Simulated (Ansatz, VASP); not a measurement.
Two plane-wave programs on KI

File POSCAR:

```
KI
1.0
    0.0299515839      3.5445661365      3.5445661365
    3.5445661365      0.0299515839      3.5445661365
    3.5745177203      3.5745177203     -0.0000000001
K I
1 1
Direct
    0.0000000000      0.0000000000      0.0000000000
    0.5000000000      0.5000000000      0.5000000000
```

The input INCAR.step1:

```
SYSTEM = KI
ALGO = Normal
EDIFF = 1E-4
ENCUT = 520
GGA = PE
ISMEAR = 0
LASPH = .True.
LCHARG = .False.
LREAL = .False.
LWAVE = .True.
NBANDS = 15
NELM = 60
PREC = Accurate
SIGMA = 0.01
```

INCAR.step2

```
SYSTEM = KI
ALGO = Normal
EDIFF = 1E-6
ENCUT = 520
ISIF = 2
ISMEAR = 0
ISTART = 1
LASPH = .True.
LCHARG = .False.
LMIXTAU = .True.
LREAL = .False.
LWAVE = .False.
METAGGA = R2SCAN
NBANDS = 15
NELM = 60
PREC = Accurate
SIGMA = 0.01
```

KPOINTS

```
k-points
0
Gamma
  6 6 6
  0 0 0
```

Input for Ansatz:

```yaml
crystal:
  lattice:
    - [0.0299515839, 3.5445661365, 3.5445661365]
    - [3.5445661365, 0.0299515839, 3.5445661365]
    - [3.5745177203, 3.5745177203, -1.0e-10]
  atoms:
    - { symbol: K, position: [0.0, 0.0, 0.0] }
    - { symbol: I, position: [0.5, 0.5, 0.5] }
kpoints:
  mp_grid: { grid: [6, 6, 6] }
  band_path:
    path:
      - [0.0, 0.0, 0.0]
      - [0.5, 0.0, 0.5]
      - [0.625, 0.25, 0.625]
      - [0.375, 0.375, 0.75]
      - [0.5, 0.5, 0.5]
      - [0.5, 0.25, 0.75]
    npoints: 1
hamiltonian:
  xc: r2scan
scf:
  occupations: { method: fixed }
  n_extra_bands: 4
output:
  forces: true
  stress: true
  eigenvalues: true
```

Change from the starting cell: shear_xy strain +1.7%.

Alike in both runs: task single point; functional r2SCAN; k mesh 6 × 6 × 6; no spin polarisation.

|  | VASP | Ansatz |
| --- | --- | --- |
| version | VASP 6.6.1 | Ansatz 0.2.0 |
| potentials or method | VASP PAW PBE potentials, release 64 (K_sv, I) | plane waves, PAW |
| plane-wave cutoff (eV) | 520 | 500 |
| occupations | gaussian, width 0.01 eV | fixed |
| valence electrons in the cell | 16 | 26 |

```csv
,VASP,Ansatz,Ansatz less VASP
gap on the k mesh at the Fermi level (eV),4.56,4.56,+0.003
pressure (GPa),0.0,0.0,0.00
"traceless stress, the component that is largest in VASP (GPa)",-0.07,-0.07,0.000
```

VASP's potentials were made for PBE, not for r2SCAN. VASP's potentials hold 16 valence electrons a cell and Ansatz's 26, so a difference there can come from the potentials and not from the codes.

Neither program's run includes spin-orbit coupling.
